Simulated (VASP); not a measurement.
# Bi2Se3 (R-3m) in VASP: a series of runs

The runs below take Bi2Se3 through relaxation of cell and atoms, single point, with PBE.

All numbers are computed with VASP 6.6.1; they aren't measurements. Logs are shortened: lines on timing, memory, paths and dates and some standing lists are left out, and cuts for length are marked.

## 1. The cell of the first run

Symmetry: R-3m, No. 166, trigonal system. The conventional cell has a = 4.190 Å, b = 4.190 Å, c = 31.301 Å, α = 90.00°, β = 90.00°, γ = 120.00°. Within 3.8 Å of Bi (site symmetry 3m) lie 6 Se at 2.88 to 3.11 Å. Se (site symmetry -3m) has 6 Bi at 3.11 Å within 4.1 Å. Se (site symmetry 3m) has 3 Bi at 2.88 Å within 3.8 Å.

## 2. Relaxation of cell and atoms, PBE

INCAR

```
SYSTEM = Bi2Se3
PREC = Accurate
ENCUT = 600
EDIFF = 1E-6
ISMEAR = 0
SIGMA = 0.02
LREAL = .FALSE.
LASPH = .TRUE.
NELM = 80
ALGO = Normal
ISIF = 3
LWAVE = .FALSE.
LCHARG = .FALSE.
GGA = PE
IBRION = 2
NSW = 100
EDIFFG = -0.005
```

KPOINTS

```
regular mesh
0
G
  6 6 6
  0 0 0
```

POSCAR

```
Bi2Se3
1.0
    2.0952101487      1.2096701433     10.4336392274
   -2.0952101487      1.2096701433     10.4336392274
    0.0000000000     -2.4193402867     10.4336392274
Bi Se
2 3
Direct
    0.3956391243      0.3956391243      0.3956391243
    0.6043608757      0.6043608757      0.6043608757
    0.0000000000      0.0000000000      0.0000000000
    0.2211433265      0.2211433265      0.2211433265
    0.7788566735      0.7788566735      0.7788566735
```

Potentials or basis: VASP PAW PBE potentials, release 64 (Bi_d, Se).

Launch:

```bash
> cat potpaw_PBE.64/Bi_d/POTCAR potpaw_PBE.64/Se/POTCAR > POTCAR
> mpirun -np 1 vasp_std > vasp.out
```

OUTCAR:

```text
SYSTEM = Bi2Se3
   PREC = Accurate
   ENCUT = 600
   EDIFF = 1E-6
   ISMEAR = 0
   LREAL = .FALSE.
   LASPH = .TRUE.
   NELM = 80
   ISIF = 3
   GGA = PE
   IBRION = 2
   NSW = 100
   EDIFFG = -0.005

 ion  position               nearest neighbor table
   1  0.396  0.396  0.396-   5 2.88   5 2.88   5 2.88   3 3.11   3 3.11   3 3.11
   2  0.604  0.604  0.604-   4 2.88   4 2.88   4 2.88   3 3.11   3 3.11   3 3.11
   3  0.000  0.000  0.000-   2 3.11   1 3.11   2 3.11   2 3.11   1 3.11   1 3.11
   4  0.221  0.221  0.221-   2 2.88   2 2.88   2 2.88
   5  0.779  0.779  0.779-   1 2.88   1 2.88   1 2.88

  LATTYP: Found a trigonal (rhomboedric) cell.
 ALAT       =    10.7104638065
 COS(alpha) =     0.9234634965

  Lattice vectors:

 A1 = (   2.0952101487,   1.2096701433,  10.4336392274)
 A2 = (  -2.0952101487,   1.2096701433,  10.4336392274)
 A3 = (   0.0000000000,  -2.4193402867,  10.4336392274)

Analysis of symmetry for initial positions (statically):
=====================================================================
 Subroutine PRICEL returns:
 Original cell was already a primitive cell.

 Routine SETGRP: Setting up the symmetry group for a
 trigonal (rhombohedral) supercell.

 Subroutine GETGRP returns: Found 12 space group operations
 (whereof 12 operations were pure point group operations)
 out of a pool of 12 trial point group operations.

The static configuration has the point symmetry D_3d.

Analysis of symmetry for dynamics (positions and initial velocities):
=====================================================================
 Subroutine PRICEL returns:
 Original cell was already a primitive cell.

 Routine SETGRP: Setting up the symmetry group for a
 trigonal (rhombohedral) supercell.

 Subroutine GETGRP returns: Found 12 space group operations
 (whereof 12 operations were pure point group operations)
 out of a pool of 12 trial point group operations.

The dynamic configuration has the point symmetry D_3d.

 Subroutine INISYM returns: Found 12 space group operations
 (whereof 12 operations are pure point group operations),
 and found     1 'primitive' translations

----------------------------------------------------------------------------------------

                                     Primitive cell

  volume of cell :     158.6652

  direct lattice vectors                    reciprocal lattice vectors
     2.095210149  1.209670143 10.433639227     0.238639547  0.137778606  0.031947945
[... 97 lines left out ...]
   NFREE  =      1    steps in history (QN), initial steepest desc. (CG)
   ISIF   =      3    stress and relaxation
   ISYM   =      2    0-nonsym 1-usesym 2-fastsym
   POTIM  = 0.5000    time-step for ionic-motion
   TEBEG  =    0.0;   TEEND  =   0.0 temperature during run
   PSTRESS=    0.0 pullay stress
   NELECT =      48.0000    total number of electrons
   NUPDOWN=      -1.0000    fix difference up-down
   EMIN   =  10.00;   EMAX   =-10.00  energy-range for DOS
   EFERMI =   0.00;   METHOD = LEGACY
   ISMEAR =     0;   SIGMA  =   0.02  broadening in eV -4-tet -1-fermi 0-gaus
   EFERMI_NEDOS =   21; number of points for ismear=-14 and -15
   IALGO  =     38    algorithm
   IMIX   =      4    mixing-type and parameters
     AMIX     =   0.40;   BMIX     =  1.00
     AMIX_MAG =   1.60;   BMIX_MAG =  1.00
  volume/ion in A,a.u.               =      31.73       214.15
  Fermi-wavevector in a.u.,A,eV,Ry     =   1.098992  2.076795 16.432904  1.207784
  Thomas-Fermi vector in A             =   2.235379
   LORBIT       =      0    0 simple, 1 ext, 2 COOP (PROOUT), +10 PAW based schemes
   GGA     = PE    functional components
   LHFCALC =     F    Hartree Fock is set to
   AEXX    =    0.0000 exact exchange contribution
   IVDW    =     0    specifies the selected vdW correction
   LEPSILON=     F    determine dielectric tensor
   LRPA    =     F    only Hartree local field effects (RPA)
 conjugate gradient relaxation of ions
 non-spin polarized calculation
 Gauss-broadening in eV      SIGMA  =   0.02
  energy-cutoff  :      600.00
  volume of cell :      158.67
 maximum number of plane-waves:      5352
 NGX is ok and might be reduce to    90
   NGX = 43   NGY = 43   NGZ = 43

--------------------------------------- Ionic step        1  -------------------------------------------

 number of electron      48.0000003 magnetization

 Free energy of the ion-electron system (eV)
  ---------------------------------------------------
  ext. energy  EPLUGINS =         0.00000000
  ---------------------------------------------------
  free energy    TOTEN  =       -20.23562341 eV

  energy without entropy =      -20.23562341  energy(sigma->0) =      -20.23562341

------------------------ aborting loop because EDIFF is reached ----------------------------------------

  FORCE on cell =-STRESS in cart. coord.  units (eV):
  Direction    XX          YY          ZZ          XY          YZ          ZX
  --------------------------------------------------------------------------------------
  -------------------------------------------------------------------------------------
  Total       -0.0009222     -0.0009222      0.0606379      0.0000000     -0.0000000      0.0000000
  in kB       -0.0093126     -0.0093126      0.6123121      0.0000000     -0.0000000      0.0000000
  external PRESSURE =       0.1978956 kB  Pullay stress =       0.0000000 kB
[... 104 lines left out ...]
--------------------------------------- Ionic step        4  -------------------------------------------

 number of electron      48.0000004 magnetization

 Free energy of the ion-electron system (eV)
  ---------------------------------------------------
  ext. energy  EPLUGINS =         0.00000000
  ---------------------------------------------------
  free energy    TOTEN  =       -20.23582662 eV

  energy without entropy =      -20.23582662  energy(sigma->0) =      -20.23582662

 E-fermi :   3.5446     XC(G=0):  -8.8781

 val. band max:        3.3767176465   @ k =   0.5000   0.5000   0.3333
 cond. band min:       4.0692586806   @ k =   0.0000   0.0000   0.0000
 fundamental gap:      0.6925410341
 Fermi energy:         3.5446292284

 k-point     1 :       0.0000    0.0000    0.0000
  band No.  band energies     occupation
      1     -19.2937      2.00000
      2     -19.2937      2.00000
      3     -19.2924      2.00000
      4     -19.2924      2.00000
      5     -19.2894      2.00000
      6     -19.2873      2.00000
[... 733 lines left out ...]
     27       6.1832      0.00000
     28       7.2254      0.00000

 [... further k-points ...]
[... 5 lines left out ...]
  --------------------------------------------------------------------------------------
  -------------------------------------------------------------------------------------
  Total        0.0006976      0.0006976      0.0052632      0.0000000     -0.0000000      0.0000000
  in kB        0.0070496      0.0070496      0.0531836      0.0000000     -0.0000000      0.0000000
  external PRESSURE =       0.0224276 kB  Pullay stress =       0.0000000 kB
[... 20 lines left out ...]
  FREE ENERGIE OF THE ION-ELECTRON SYSTEM (eV)
  ---------------------------------------------------
  free  energy   TOTEN  =       -20.2358266245 eV

  energy  without entropy=      -20.2358266245  energy(sigma->0) =      -20.23582662

 reached required accuracy - stopping structural energy minimisation
```

OSZICAR:

```text
N       E                     dE             d eps       ncg     rms          rms(c)
DAV:   1     0.490555065808E+03    0.49056E+03   -0.24761E+04  1792   0.192E+03
DAV:   2     0.414089928982E+02   -0.44915E+03   -0.43801E+03  1892   0.460E+02
DAV:   3    -0.181472786351E+02   -0.59556E+02   -0.56594E+02  2372   0.170E+02
[... 28 lines left out ...]
DAV:   2    -0.202359539678E+02    0.58056E-03   -0.17734E-03  2196   0.460E-01    0.639E-02
DAV:   3    -0.202358180614E+02    0.13591E-03   -0.69701E-04  2204   0.287E-01    0.142E-02
DAV:   4    -0.202358239358E+02   -0.58744E-05   -0.37458E-05  2152   0.472E-02    0.726E-03
DAV:   5    -0.202358257928E+02   -0.18570E-05   -0.24214E-06  1192   0.156E-02    0.273E-03
DAV:   6    -0.202358266245E+02   -0.83169E-06   -0.12195E-06   932   0.903E-03
   4 F= -.20235827E+02 E0= -.20235827E+02  d E =-.436625E-04
```

CONTCAR:

```text
Bi2Se3
   1.00000000000000
     2.0938680685426045    1.2088952929599082   10.4398540810456559
    -2.0938680685426045    1.2088952929599082   10.4398540810456559
     0.0000000000000000   -2.4177905860198114   10.4398540810456630
  Bi              Se
     2     3
Direct
     0.3955429595551895    0.3955429595551895    0.3955429595551895
     0.6044570404448104    0.6044570404448104    0.6044570404448104
     1.0000000000000000    1.0000000000000000    1.0000000000000000
     0.2210715557331829    0.2210715557331829    0.2210715557331829
     0.7789284442668172    0.7789284442668172    0.7789284442668172

  0.00000000E+00  0.00000000E+00  0.00000000E+00
  0.00000000E+00  0.00000000E+00  0.00000000E+00
  0.00000000E+00  0.00000000E+00  0.00000000E+00
  0.00000000E+00  0.00000000E+00  0.00000000E+00
  0.00000000E+00  0.00000000E+00  0.00000000E+00
```

It took 58 min on 1 thread of Intel Xeon Platinum 8259CL at 2.50GHz (Skylake/Cascade Lake), shared host; peak memory 1.3 GiB.

Results:

| Item | Value |
| --- | --- |
| Free energy | -20.2358 eV |
| Relaxed volume | 31.71 Å³/atom |
| Relaxed cell | a = 10.716 Å, b = 10.716 Å, c = 10.716 Å, α = 22.54°, β = 22.54°, γ = 22.54° |
| Space group after relaxing (to 0.05 Å) | R-3m (No. 166) |
| Energy gained by relaxing | 0.0 meV/atom |
| Ionic steps | 4 |
| Pressure after relaxing | 0.0 GPa |
| Band gap on the k mesh | 0.69 eV, indirect (least direct gap 0.71 eV) |

Forces in eV/Å, atoms in the order of the input:
```
Bi   0.000  0.000  0.003
Bi   0.000  0.000 -0.003
Se   0.000  0.000  0.000
Se   0.000  0.000 -0.002
Se   0.000  0.000  0.002
```

The path:
```tsv
step	energy change (eV)	largest force (eV/Å)	pressure (GPa)	volume (Å³)
1	0.0000	0.0387	0.02	158.67
2	-0.0002	0.0094	-0.04	158.76
3	-0.0002	0.0046	-0.05	158.77
4	-0.0002	0.0028	0.00	158.56
```

Final structure:
```
Bi Se
1.0
     2.09387    1.20890   10.43985
    -2.09387    1.20890   10.43985
     0.00000   -2.41779   10.43985
Bi Se
2 3
Direct
  0.39554 0.39554 0.39554
  0.60446 0.60446 0.60446
  0.00000 0.00000 0.00000
  0.22107 0.22107 0.22107
  0.77893 0.77893 0.77893
```

Caveat: spin-orbit coupling is left out, which moves the levels of the heavy elements.

[end of part 1 of 2]
